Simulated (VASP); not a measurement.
Al2O3:

```
Al O
1.0
     2.88432    0.00000    0.00000
    -1.44216    2.49790    0.00000
     0.00000    0.00000    9.33675
Al O
2 3
Direct
  0.00000 0.00000 0.14999
  0.00000 0.00000 0.85001
  0.33333 0.66667 0.22232
  0.66667 0.33333 0.00000
  0.33333 0.66667 0.77768
```

```yaml
Program: VASP 6.6.1
Task: relaxation of cell and atoms
Functional: PBEsol
Potentials_or_basis: VASP PAW PBE potentials, release 64 (Al, O)
Cutoff: 600 eV
k_mesh: 12 × 12 × 2
Occupations: gaussian, width 0.01 eV
Spin: no spin polarisation
```

At the start: pressure -2.9 GPa; volume 13.45 Å³/atom.

Problem. Where does the relaxation end?

Solution. Over 29 steps the energy falls by 6.4 meV/atom and the volume is 11.15 Å³/atom (-17.1 %); space group P-6m2 (No. 187, to 0.1 Å) before and after.

Step by step:
```
step  energy change (eV)  largest force (eV/Å)  pressure (GPa)  volume (Å³)
   1              0.0000                0.1462           -2.92        67.27
   2             -0.0011                0.3400            2.87        64.91
   3             -0.0123                0.1655           -0.05        66.05
   4             -0.0126                0.1616           -0.02        65.84
   5             -0.0133                0.0156           -0.04        65.93
   6             -0.0134                0.0173           -0.02        65.90
   7             -0.0135                0.0191            0.03        65.82
   8             -0.0137                0.0218            0.13        65.65
   9             -0.0140                0.0268            0.33        65.32
  10             -0.0142                0.0407            0.77        64.66
  11             -0.0142                0.0411            0.76        64.66
  12             -0.0143                0.0417            0.77        64.65
  13             -0.0143                0.0398            0.77        64.64
  14             -0.0143                0.0394            0.77        64.60
  15             -0.0145                0.0367            0.77        64.54
  16             -0.0147                0.0308            0.77        64.42
  17             -0.0151                0.0190            0.77        64.17
  18             -0.0159                0.0410            0.80        63.67
  19             -0.0174                0.0893            0.86        62.67
  20             -0.0194                0.1919            1.09        60.69
  21             -0.0213                0.1775            0.85        60.34
  22             -0.0258                0.1396            0.21        59.30
  23             -0.0302                0.1206           -0.94        57.19
  24             -0.0316                0.0334           -0.51        56.47
  25             -0.0317                0.0748           -0.36        56.24
  26             -0.0317                0.0894           -0.29        56.15
  27             -0.0320                0.0542           -0.04        55.89
  28             -0.0320                0.0292            0.13        55.71
  29             -0.0321                0.0081           -0.04        55.74
```

Final structure:
```
Al O
1.0
     2.86417    0.00000    0.00000
    -1.43209    2.48045    0.00000
     0.00000    0.00000    7.84542
Al O
2 3
Cartesian
  -1.4321 2.4804 1.3862
  0.0000 0.0000 6.4592
  0.0000 1.6536 2.0626
  1.4321 0.8268 0.0000
  0.0000 1.6536 5.7828
```

Caveat: the volume moved by over 15 % at a fixed basis, so the end points are rough; the PAW data sets were made with another functional, which shifts forces and pressure a little.
